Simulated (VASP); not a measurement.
A run of VASP 6.6.1 is set up as follows.

Contents of INCAR:

```
SYSTEM = Pt3Rh
ALGO = Normal ; EDIFF = 1E-6
ENCUT = 520 ; GGA = PS
ISIF = 2 ; ISMEAR = -1
LASPH = .TRUE. ; LCHARG = .FALSE.
LREAL = .FALSE. ; LWAVE = .FALSE.
NBANDS = 30 ; NELM = 60
PREC = Accurate ; SIGMA = 0.01
```

Contents of KPOINTS:

```
k-points
0
G
  6 6 6
  0 0 0
```

Contents of POSCAR:

```
Pt3Rh
1.0
    3.8095713990      0.0000000000      0.0000000000
    0.0000000000      3.8095713990      0.0000000000
    0.0000000000      0.0000000000      3.8095713990
Rh Pt
1 3
Direct
    0.5000000000      0.5000000000      0.5000000000
    0.5000000000      0.0000000000      0.0000000000
    0.0000000000      0.5000000000      0.0000000000
    0.0000000000      0.0000000000      0.5000000000
```

Potentials or basis: VASP PAW PBE potentials, release 64 (Rh_pv, Pt).

Command:

```bash
$ cat potpaw_PBE.64/Rh_pv/POTCAR potpaw_PBE.64/Pt/POTCAR > POTCAR
$ mpirun -np 1 vasp_std > vasp.out
```

Task: What does it give for the pressure?

Result: 19.4 GPa.

Caveat: the PAW data sets were made with another functional, which shifts forces and pressure a little.
